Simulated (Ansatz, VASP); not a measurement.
One calculation of Ti2Co, two programs

```
Ti Co
1.0
     0.00000    3.49468    3.49468
     3.49468    0.00000    3.49468
     3.49468    3.49468    0.00000
Ti Co
4 2
Direct
  0.62500 0.62500 0.62500
  0.12500 0.62500 0.62500
  0.62500 0.62500 0.12500
  0.62500 0.12500 0.62500
  0.00000 0.00000 0.00000
  0.25000 0.25000 0.25000
```

Alike in both runs: functional PBEsol; k mesh 8 × 8 × 8; occupations fermi-dirac, width 0.15 eV; collinear spin.

Ansatz relaxed the structure, and its values are those at the end. VASP's run is a single point on that final structure, the one shown.

|  | VASP | Ansatz |
| --- | --- | --- |
| version | VASP 6.6.1 | Ansatz 0.2.0 |
| potentials or method | VASP PAW PBE potentials, release 64 (Ti_sv, Co), cutoff 520 eV | plane waves, PAW |
| valence electrons in the cell | 66 | 82 |

Ansatz gave:

* pressure (GPa): 0.0
* net moment per atom (μB): 0.23
* size of the moment on the site where the two differ most (μB): 0.91

Question: Which values does VASP return?

Answer: Pressure (GPa): 0.0; net moment per atom (μB): 0.22; size of the moment on the site where the two differ most (μB): 0.87.

VASP's potentials were made for PBE, not for PBEsol. Site moments also hang on the region over which each program counts them. The functional is the same, so the differences come from potentials, cutoffs and numerics. VASP's potentials hold 66 valence electrons a cell and Ansatz's 82, so a difference there can come from the potentials and not from the codes. Ansatz's warnings: seeded moment not kept.
